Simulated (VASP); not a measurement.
# EuS (Fm-3m) in VASP: further runs, part 2 of 2

VASP 6.6.1. The steps go on from the part before.

### Step 4. Single point, PBE, collinear spin, ferromagnetic start

The input, INCAR:

```
ALGO     = Normal         # electronic algorithm
EDIFF    = 1E-6           # SCF threshold, eV
ENCUT    = 600            # plane-wave cutoff, eV
GGA      = PE             # functional
GGA_COMPAT= F            
ISIF     = 2              # what is computed and relaxed
ISMEAR   = 0              # smearing method
ISPIN    = 2              # spin polarisation
LASPH    = T              # aspherical terms in the spheres
LCHARG   = T              # write CHGCAR
LELF     = T              # ELF
LMAXMIX  = 6              # l up to which the mixer works
LORBIT   = 11             # projections on sites
LREAL    = F              # projectors in reciprocal space
LVHAR    = T            
LWAVE    = F              # write WAVECAR
MAGMOM   = 7 0            # initial moments
NBANDS   = 22             # bands
NELM     = 200            # most SCF steps
PREC     = Accurate       # precision mode
SIGMA    = 0.011          # smearing width, eV
```

The input, KPOINTS:

```
k-points
0
Gamma
  8 8 8
```

The input, POSCAR:

```
EuS
1.0
    0.0000000000      2.9785000000      2.9785000000
    2.9785000000      0.0000000000      2.9785000000
    2.9785000000      2.9785000000      0.0000000000
Eu S
1 1
Direct
    0.0000000000      0.0000000000      0.0000000000
    0.5000000000      0.5000000000      0.5000000000
```

Potentials or basis: VASP PAW PBE potentials, release 64 (Eu, S).

Launch:

```
$ cat potpaw_PBE.64/Eu/POTCAR potpaw_PBE.64/S/POTCAR > POTCAR
$ mpirun -np 1 vasp_std > vasp.out
```

OUTCAR:

```text
EDIFF = 1E-6
   ENCUT = 600
   GGA = PE
   ISIF = 2
   ISMEAR = 0
   ISPIN = 2
   LASPH = T
   LORBIT = 11
   LREAL = F
   NELM = 200
   PREC = Accurate

 ion  position               nearest neighbor table
   1  0.000  0.000  0.000-   2 2.98   2 2.98   2 2.98   2 2.98   2 2.98   2 2.98
   2  0.500  0.500  0.500-   1 2.98   1 2.98   1 2.98   1 2.98   1 2.98   1 2.98

  LATTYP: Found a face centered cubic cell.
 ALAT       =     5.9570000000

  Lattice vectors:

 A1 = (   0.0000000000,   2.9785000000,   2.9785000000)
 A2 = (   2.9785000000,   0.0000000000,   2.9785000000)
 A3 = (   2.9785000000,   2.9785000000,   0.0000000000)

Analysis of symmetry for initial positions (statically):
=====================================================================
 Subroutine PRICEL returns:
 Original cell was already a primitive cell.

 Routine SETGRP: Setting up the symmetry group for a
 face centered cubic supercell.

 Subroutine GETGRP returns: Found 48 space group operations
 (whereof 48 operations were pure point group operations)
 out of a pool of 48 trial point group operations.

The static configuration has the point symmetry O_h .

Analysis of symmetry for dynamics (positions and initial velocities):
=====================================================================
 Subroutine PRICEL returns:
 Original cell was already a primitive cell.

 Routine SETGRP: Setting up the symmetry group for a
 face centered cubic supercell.

 Subroutine GETGRP returns: Found 48 space group operations
 (whereof 48 operations were pure point group operations)
 out of a pool of 48 trial point group operations.

The dynamic configuration has the point symmetry O_h .

Analysis of structural, dynamic, and magnetic symmetry:
=====================================================================
 Subroutine PRICEL returns:
 Original cell was already a primitive cell.

 Routine SETGRP: Setting up the symmetry group for a
 face centered cubic supercell.

 Subroutine GETGRP returns: Found 48 space group operations
[... 144 lines left out ...]
 Free energy of the ion-electron system (eV)
  ---------------------------------------------------
  ext. energy  EPLUGINS =         0.00000000
  ---------------------------------------------------
  free energy    TOTEN  =       -19.89920695 eV

  energy without entropy =      -19.89914899  energy(sigma->0) =      -19.89917797

 E-fermi :   4.2709     XC(G=0):  -9.6352

 val. band max:        4.2390662298   @ k =   0.1250   0.0000   0.0000
 cond. band min:       4.2761866180   @ k =   0.1250   0.1250   0.0000
 fundamental gap:      0.0371203882
 Fermi energy:         4.2709410281

 spin component 1

 k-point     1 :       0.0000    0.0000    0.0000
  band No.  band energies     occupation
      1     -37.2052      1.00000
      2     -15.9201      1.00000
      3     -15.9201      1.00000
      4     -15.9201      1.00000
      5      -9.1826      1.00000
      6       1.5226      1.00000
[... 589 lines left out ...]
     21      10.4513      0.00000
     22      11.3858      0.00000

 [... further k-points ...]

 spin component 2

 k-point     1 :       0.0000    0.0000    0.0000
  band No.  band energies     occupation
      1     -34.1186      1.00000
      2     -13.6611      1.00000
      3     -13.6611      1.00000
      4     -13.6611      1.00000
      5      -9.1776      1.00000
      6       1.6700      1.00000
[... 589 lines left out ...]
     21      11.4673      0.00000
     22      12.2692      0.00000

 [... further k-points ...]
[... 5 lines left out ...]
  --------------------------------------------------------------------------------------
  -------------------------------------------------------------------------------------
  Total       -0.9090333     -0.9090333     -0.9090333      0.0000000      0.0000000      0.0000000
  in kB      -27.5592623    -27.5592623    -27.5592623      0.0000000      0.0000000      0.0000000
  external PRESSURE =     -27.5592623 kB  Pullay stress =       0.0000000 kB

 VOLUME and BASIS-vectors are now :
 -----------------------------------------------------------------------------
  energy-cutoff  :      600.00
  volume of cell :       52.85
      direct lattice vectors                 reciprocal lattice vectors
     0.000000000  2.978500000  2.978500000    -0.167869733  0.167869733  0.167869733
     2.978500000  0.000000000  2.978500000     0.167869733 -0.167869733  0.167869733
     2.978500000  2.978500000  0.000000000     0.167869733  0.167869733 -0.167869733

 POSITION                                       TOTAL-FORCE (eV/Angst)
 -----------------------------------------------------------------------------------
      0.00000      0.00000      0.00000         0.000000      0.000000      0.000000
      2.97850      2.97850      2.97850        -0.000000     -0.000000     -0.000000
 -----------------------------------------------------------------------------------
    total drift:                                0.000000      0.000000      0.000000

  FREE ENERGIE OF THE ION-ELECTRON SYSTEM (eV)
  ---------------------------------------------------
  free  energy   TOTEN  =       -19.8992069509 eV

  energy  without entropy=      -19.8991489946  energy(sigma->0) =      -19.89917797

 total charge

# of ion       s       p       d       f       tot
--------------------------------------------------
    1        2.027   5.757   0.304   6.658  14.746
    2        1.316   2.430   0.000   0.000   3.746
--------------------------------------------------
tot          3.343   8.187   0.304   6.658  18.492

 magnetization (x)

# of ion       s       p       d       f       tot
--------------------------------------------------
    1       -0.015  -0.113   0.093   6.627   6.592
    2       -0.007  -0.066   0.000   0.000  -0.073
--------------------------------------------------
tot         -0.022  -0.180   0.093   6.627   6.519
```

stdout:

```text
POSCAR found type information on POSCAR EuS
 POSCAR found :  2 types and       2 ions
 scaLAPACK will be used
 LDA part: xc-table for (Slater+PW92), standard interpolation
 POSCAR, INCAR and KPOINTS ok, starting setup
 FFT: planning ... GRIDC
 FFT: planning ... GRID_SOFT
 FFT: planning ... GRID
 WAVECAR not read
 entering main loop
```

Run time: 92 s. Hardware: 1 thread of Intel Xeon Platinum 8488C (Sapphire Rapids), shared host; peak memory 0.29 GiB.

What came out:

* Free energy: -19.8992 eV
* Pressure: -2.8 GPa
* Band gap on the k mesh: zero (filled and empty bands overlap)
* Net moment: 6.99 μB per cell
* Site moments: Eu +6.59; S -0.07 μB
* Valence electrons inside the program's atomic spheres: Eu 14.75; S 3.75

Levels at points of the mesh, in eV from the Fermi level:
Spin up:
```tsv
k point	band 11	band 12	band 13	band 14	band 15	band 16	band 17	band 18	band 19	band 20
(0.00, 0.00, 0.00)	-0.21	-0.21	0.10	0.10	0.10	0.81	1.09	1.09	1.09	1.96
(0.50, 0.00, 0.00)	-0.34	-0.25	-0.25	-0.22	-0.21	2.95	3.23	3.66	3.66	6.56
(0.50, 0.50, 0.00)	-0.28	-0.27	-0.27	-0.23	-0.04	-0.04	3.10	3.24	4.53	4.69
```
Spin down:
```csv
k point,band 4,band 5,band 6,band 7,band 8,band 9,band 10,band 11,band 12,band 13
"(0.00, 0.00, 0.00)",-17.93,-13.45,-2.60,-2.60,-2.60,1.45,1.87,1.87,1.87,2.74
"(0.50, 0.00, 0.00)",-17.96,-12.50,-5.12,-3.73,-3.73,2.89,4.06,4.14,4.14,4.46
"(0.50, 0.50, 0.00)",-18.06,-13.11,-3.74,-2.95,-2.95,-0.12,3.95,3.97,4.30,4.39
```

Caveat: spin-orbit coupling is left out, which moves the levels of the heavy elements; a cell with one magnetic atom can't hold antiferromagnetic order, which such compounds often take; semilocal functionals describe open f shells poorly, which spoils levels, moments and volumes. The state reached can hang on the start; a lower one may exist.

### Step 5. Summary

```tsv
level	cell	smearing	gap on the mesh (eV)	pressure (GPa)	moment (μB)
PBEsol+D3(BJ)	a = 4.212 Å, angles 60.0°, 2 atoms	fermi-dirac 0.05 eV	none	-7.9	6.97
PBEsol+D3(BJ)	a = 4.240 Å, angles 60.0°, 2 atoms	fermi-dirac 0.05 eV	none	-8.4	6.98
PBE	a = 4.212 Å, angles 60.0°, 2 atoms	gaussian 0.011 eV	none	-2.8	6.99
```

Alike in all rows: task single point; potentials or basis VASP PAW PBE potentials, release 64 (Eu, S); spin collinear, ferromagnetic start; k mesh 8 × 8 × 8; cutoff (eV) 600.

Caveats: spin-orbit coupling is left out, which moves the levels of the heavy elements; a cell with one magnetic atom can't hold antiferromagnetic order, which such compounds often take; semilocal functionals describe open f shells poorly, which spoils levels, moments and volumes; the cell stands under tension (at least some runs); the PAW data sets were made with another functional, which shifts forces and pressure a little (at least some runs).

Absolute energies hang on the potentials; compare differences alone.
